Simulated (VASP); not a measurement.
# LiF in VASP: further runs

LiF is run at these levels: PBEsol; tasks: single point.

Everything below comes from runs of VASP 6.6.1. Logs are shortened: lines on timing, memory, paths and dates and some standing lists are left out, and cuts for length are marked.

## (1) The cell of the first run

It takes space group Fm-3m (No. 225, cubic). Conventional cell: a = 4.008 Å, b = 4.008 Å, c = 4.008 Å, α = 90.00°, β = 90.00°, γ = 90.00°. Li (site symmetry m-3m) has 6 F at 2.00 Å within 2.7 Å. F (site symmetry m-3m) has 6 Li at 2.00 Å within 2.7 Å.

## (2) Single point, PBEsol

File INCAR:

```
  PREC = Accurate
  ENCUT = 750
  EDIFF = 1E-6
  ISMEAR = 0
  SIGMA = 0.01
  LREAL = F
  LASPH = T
  NELM = 120
  ALGO = Normal
  ISIF = 2
  LWAVE = F
  LCHARG = F
  GGA = PS
  NBANDS = 12
  GGA_COMPAT = F
```

File KPOINTS:

```
regular mesh
0
Gamma
  10 10 10
```

File POSCAR:

```
LiF
1.0
    2.0039612925      2.0039612925      0.0000000000
   -2.0039612925      2.0039612925      0.0000000000
    0.0000000000      2.0039612925      2.0039612925
Li F
1 1
Direct
    0.0000000000      0.0000000000      0.0000000000
    0.5000000000      0.5000000000      0.0000000000
```

Potentials or basis: VASP PAW PBE potentials, release 64 (Li_sv, F).

On the command line:

```sh
$ cat potpaw_PBE.64/Li_sv/POTCAR potpaw_PBE.64/F/POTCAR > POTCAR
$ mpirun -np 1 vasp_std > vasp.out
```

OUTCAR:

```text
PREC = Accurate
   ENCUT = 750
   EDIFF = 1E-6
   ISMEAR = 0
   LREAL = F
   LASPH = T
   NELM = 120
   ISIF = 2
   GGA = PS

 ion  position               nearest neighbor table
   1  0.000  0.000  0.000-   2 2.00   2 2.00   2 2.00   2 2.00   2 2.00   2 2.00
   2  0.500  0.500  0.000-   1 2.00   1 2.00   1 2.00   1 2.00   1 2.00   1 2.00

  LATTYP: Found a face centered cubic cell.
 ALAT       =     4.0079225850

  Lattice vectors:

 A1 = (   0.0000000000,   2.0039612925,   2.0039612925)
 A2 = (   2.0039612925,   0.0000000000,   2.0039612925)
 A3 = (   2.0039612925,   2.0039612925,   0.0000000000)

Analysis of symmetry for initial positions (statically):
=====================================================================
 Subroutine PRICEL returns:
 Original cell was already a primitive cell.

 Routine SETGRP: Setting up the symmetry group for a
 face centered cubic supercell.

 Subroutine GETGRP returns: Found 48 space group operations
 (whereof 48 operations were pure point group operations)
 out of a pool of 48 trial point group operations.

The static configuration has the point symmetry O_h .

Analysis of symmetry for dynamics (positions and initial velocities):
=====================================================================
 Subroutine PRICEL returns:
 Original cell was already a primitive cell.

 Routine SETGRP: Setting up the symmetry group for a
 face centered cubic supercell.

 Subroutine GETGRP returns: Found 48 space group operations
 (whereof 48 operations were pure point group operations)
 out of a pool of 48 trial point group operations.

The dynamic configuration has the point symmetry O_h .

 Subroutine INISYM returns: Found 48 space group operations
 (whereof 48 operations are pure point group operations),
 and found     1 'primitive' translations

----------------------------------------------------------------------------------------

                                     Primitive cell

  volume of cell :      16.0953

  direct lattice vectors                    reciprocal lattice vectors
     2.003961293  2.003961293  0.000000000     0.249505817  0.249505817 -0.249505817
    -2.003961293  2.003961293  0.000000000    -0.249505817  0.249505817 -0.249505817
     0.000000000  2.003961293  2.003961293     0.000000000  0.000000000  0.499011634

  length of vectors
     2.834029238  2.834029238  2.834029238     0.432156752  0.432156752  0.499011634

  position of ions in fractional coordinates (direct lattice)
     0.000000000  0.000000000  0.000000000
     0.500000000  0.500000000  0.000000000

  ion indices of the primitive-cell ions
   primitive index   ion index
                 1           1
                 2           2

----------------------------------------------------------------------------------------

 KPOINTS: regular mesh

Automatic generation of k-mesh.
 Grid dimensions read from file:
 generate k-points for:   10   10   10

 Generating k-lattice:

  Cartesian coordinates                     Fractional coordinates (reciprocal lattice)
     0.024950582  0.024950582 -0.024950582     0.100000000  0.000000000  0.000000000
    -0.024950582  0.024950582 -0.024950582     0.000000000  0.100000000  0.000000000
     0.000000000  0.000000000  0.049901163     0.000000000  0.000000000  0.100000000

  Length of vectors
     0.043215675  0.043215675  0.049901163

  Shift w.r.t. Gamma in fractional coordinates (k-lattice)
     0.000000000  0.000000000  0.000000000

 Subroutine IBZKPT returns following result:
 ===========================================

 Found     47 irreducible k-points:

 Following reciprocal coordinates:
            Coordinates               Weight
  0.000000  0.000000  0.000000      1.000000
  0.100000  0.000000  0.000000      8.000000
  0.200000  0.000000  0.000000      8.000000
  0.300000  0.000000  0.000000      8.000000
  0.400000  0.000000  0.000000      8.000000
  0.500000  0.000000  0.000000      4.000000
[... 16 lines left out ...]
  0.300000  0.300000  0.000000     12.000000
  0.400000  0.300000  0.000000     24.000000
 [... further k-points ...]
   k-points           NKPTS =     47   k-points in BZ     NKDIM =     47   number of bands    NBANDS=     12
   number of dos      NEDOS =    301   number of ions     NIONS =      2
   total plane-waves  NPLWV =  21952
   dimension x,y,z NGX =    28 NGY =   28 NGZ =   28
   dimension x,y,z NGXF=    56 NGYF=   56 NGZF=   56
   ions per type =               1   1
   NGX,Y,Z   is equivalent  to a cutoff of  16.42, 16.42, 16.42 a.u.
   NGXF,Y,Z  is equivalent  to a cutoff of  32.85, 32.85, 32.85 a.u.
 SYSTEM =  unknown system
   PREC   = accura    normal or accurate (medium, high low for compatibility)
   ISTART =      0    job   : 0-new  1-cont  2-samecut
   ICHARG =      2    charge: 1-file 2-atom 10-const
   ISPIN  =      1    spin polarized calculation?
   LNONCOLLINEAR =      F non collinear calculations
   LSORBIT =      F    spin-orbit coupling
   LASPH  =      T    aspherical Exc in radial PAW
   ENCUT  =  750.0 eV  55.12 Ry    7.42 a.u.   6.33  6.33  6.33*2*pi/ulx,y,z
   NELM   =    120;   NELMIN=  2; NELMDL= -5     # of ELM steps
   EDIFF  = 0.1E-05   stopping-criterion for ELM
   LREAL  =      F    real-space projection
   EDIFFG = 0.1E-04   stopping-criterion for IOM
   NSW    =      0    number of steps for IOM
   IBRION =     -1    ionic relax: 0-MD 1-quasi-New 2-CG
   NFREE  =      0    steps in history (QN), initial steepest desc. (CG)
   ISIF   =      2    stress and relaxation
   ISYM   =      2    0-nonsym 1-usesym 2-fastsym
   POTIM  = 0.5000    time-step for ionic-motion
   TEBEG  =    0.0;   TEEND  =   0.0 temperature during run
   PSTRESS=    0.0 pullay stress
   NELECT =      10.0000    total number of electrons
   NUPDOWN=      -1.0000    fix difference up-down
   EMIN   =  10.00;   EMAX   =-10.00  energy-range for DOS
   EFERMI =   0.00;   METHOD = LEGACY
   ISMEAR =     0;   SIGMA  =   0.01  broadening in eV -4-tet -1-fermi 0-gaus
   EFERMI_NEDOS =   21; number of points for ismear=-14 and -15
   IALGO  =     38    algorithm
   IMIX   =      4    mixing-type and parameters
     AMIX     =   0.40;   BMIX     =  1.00
     AMIX_MAG =   1.60;   BMIX_MAG =  1.00
  volume/ion in A,a.u.               =       8.05        54.31
  Fermi-wavevector in a.u.,A,eV,Ry     =   1.396933  2.639820 26.550697  1.951421
  Thomas-Fermi vector in A             =   2.520239
   LORBIT       =      0    0 simple, 1 ext, 2 COOP (PROOUT), +10 PAW based schemes
   GGA     = PS    functional components
   LHFCALC =     F    Hartree Fock is set to
   AEXX    =    0.0000 exact exchange contribution
   IVDW    =     0    specifies the selected vdW correction
   LEPSILON=     F    determine dielectric tensor
   LRPA    =     F    only Hartree local field effects (RPA)
 non-spin polarized calculation
 Gauss-broadening in eV      SIGMA  =   0.01
  energy-cutoff  :      750.00
  volume of cell :       16.10
 maximum number of plane-waves:       763
 NGX is ok and might be reduce to    28
   NGX = 13   NGY = 13   NGZ = 13

 number of electron      10.0000004 magnetization

 Free energy of the ion-electron system (eV)
  ---------------------------------------------------
  ext. energy  EPLUGINS =         0.00000000
  ---------------------------------------------------
  free energy    TOTEN  =        -9.85765610 eV

  energy without entropy =       -9.85765610  energy(sigma->0) =       -9.85765610

 E-fermi :  -0.9470     XC(G=0): -10.2781

 val. band max:       -1.0271099372   @ k =   0.0000   0.0000   0.0000
 cond. band min:       8.0124585191   @ k =   0.0000   0.0000   0.0000
 fundamental gap:      9.0395684563
 Fermi energy:        -0.9470295296

 k-point     1 :       0.0000    0.0000    0.0000
  band No.  band energies     occupation
      1     -41.1867      2.00000
      2     -20.9306      2.00000
      3      -1.0271      2.00000
      4      -1.0271      2.00000
      5      -1.0271      2.00000
      6       8.0125      0.00000
      7      22.9995      0.00000
      8      22.9995      0.00000
      9      22.9995      0.00000
     10      23.2371      0.00000
     11      23.2371      0.00000
     12      23.2371      0.00000

 k-point     2 :       0.1000    0.0000    0.0000
  band No.  band energies     occupation
      1     -41.1802      2.00000
      2     -20.8904      2.00000
      3      -1.3259      2.00000
      4      -1.0510      2.00000
      5      -1.0510      2.00000
      6       8.3073      0.00000
      7      20.1943      0.00000
      8      21.6959      0.00000
      9      21.6959      0.00000
     10      24.3226      0.00000
     11      24.3226      0.00000
     12      24.3719      0.00000

 k-point     3 :       0.2000    0.0000    0.0000
  band No.  band energies     occupation
      1     -41.1632      2.00000
      2     -20.7821      2.00000
      3      -2.0404      2.00000
      4      -1.1124      2.00000
      5      -1.1124      2.00000
      6       8.9547      0.00000
      7      17.7041      0.00000
      8      20.1902      0.00000
      9      20.1902      0.00000
     10      25.3509      0.00000
     11      25.6775      0.00000
     12      25.6775      0.00000

 k-point     4 :       0.3000    0.0000    0.0000
  band No.  band energies     occupation
      1     -41.1422      2.00000
      2     -20.6423      2.00000
      3      -2.8307      2.00000
      4      -1.1857      2.00000
      5      -1.1857      2.00000
      6       9.4829      0.00000
      7      16.2429      0.00000
      8      18.9319      0.00000
      9      18.9319      0.00000
     10      26.7296      0.00000
     11      27.3841      0.00000
     12      27.3841      0.00000

 k-point     5 :       0.4000    0.0000    0.0000
  band No.  band energies     occupation
      1     -41.1252      2.00000
      2     -20.5240      2.00000
      3      -3.4195      2.00000
      4      -1.2430      2.00000
      5      -1.2430      2.00000
      6       9.6383      0.00000
      7      15.7482      0.00000
      8      18.1194      0.00000
      9      18.1194      0.00000
     10      28.3439      0.00000
     11      29.1569      0.00000
     12      29.1569      0.00000
[... 228 lines left out ...]
      1     -41.1404      2.00000
      2     -20.5981      2.00000
      3      -2.6108      2.00000
      4      -1.5517      2.00000
      5      -1.5288      2.00000
      6      10.3552      0.00000
      7      16.7471      0.00000
      8      18.6716      0.00000
      9      19.4209      0.00000
     10      20.8573      0.00000
     11      31.0526      0.00000
     12      31.3333      0.00000

 k-point    22 :      -0.2000    0.2000    0.0000
  band No.  band energies     occupation
      1     -41.1560      2.00000
      2     -20.7186      2.00000
      3      -2.0366      2.00000
      4      -1.3946      2.00000
      5      -1.3946      2.00000
      6       9.5803      0.00000
      7      18.5462      0.00000
      8      19.5479      0.00000
      9      19.9261      0.00000
     10      19.9261      0.00000
     11      29.8612      0.00000
     12      29.8612      0.00000

 k-point    23 :       0.3000    0.3000    0.0000
  band No.  band energies     occupation
      1     -41.1092      2.00000
      2     -20.3426      2.00000
      3      -2.9869      2.00000
      4      -2.9308      2.00000
      5      -1.4744      2.00000
      6      11.8638      0.00000
      7      14.1469      0.00000
      8      18.1631      0.00000
      9      18.3132      0.00000
     10      25.8905      0.00000
     11      29.8587      0.00000
     12      29.9173      0.00000

 k-point    24 :       0.4000    0.3000    0.0000
  band No.  band energies     occupation
      1     -41.1044      2.00000
      2     -20.2809      2.00000
      3      -3.4472      2.00000
      4      -2.6816      2.00000
      5      -1.6718      2.00000
      6      12.5074      0.00000
      7      14.1207      0.00000
      8      17.7499      0.00000
      9      18.4678      0.00000
     10      23.6372      0.00000
     11      31.7494      0.00000
     12      32.2905      0.00000

 [... further k-points ...]
[... 5 lines left out ...]
  --------------------------------------------------------------------------------------
  -------------------------------------------------------------------------------------
  Total       -0.0403369     -0.0403369     -0.0403369      0.0000000      0.0000000      0.0000000
  in kB       -4.0152688     -4.0152688     -4.0152688      0.0000000      0.0000000      0.0000000
  external PRESSURE =      -4.0152688 kB  Pullay stress =       0.0000000 kB

 VOLUME and BASIS-vectors are now :
 -----------------------------------------------------------------------------
  energy-cutoff  :      750.00
  volume of cell :       16.10
      direct lattice vectors                 reciprocal lattice vectors
     2.003961293  2.003961293  0.000000000     0.249505817  0.249505817 -0.249505817
    -2.003961293  2.003961293  0.000000000    -0.249505817  0.249505817 -0.249505817
     0.000000000  2.003961293  2.003961293     0.000000000  0.000000000  0.499011634

 POSITION                                       TOTAL-FORCE (eV/Angst)
 -----------------------------------------------------------------------------------
      0.00000      0.00000      0.00000        -0.000000     -0.000000      0.000000
      0.00000      2.00396      0.00000         0.000000      0.000000      0.000000
 -----------------------------------------------------------------------------------
    total drift:                               -0.000000      0.000000     -0.000000

  FREE ENERGIE OF THE ION-ELECTRON SYSTEM (eV)
  ---------------------------------------------------
  free  energy   TOTEN  =        -9.8576560988 eV

  energy  without entropy=       -9.8576560988  energy(sigma->0) =       -9.85765610
```

Wall time 27 s (1 thread of Intel Xeon 8259CL, shared host); peak memory 0.15 GiB.

Results:

- Free energy: -9.8577 eV
- Pressure: -0.4 GPa
- Band gap on the k mesh: 9.04 eV

Caveat: the PAW data sets were made with another functional, which shifts forces and pressure a little. A k mesh can miss the band edges.

(Part 1 of 3 ends here.)
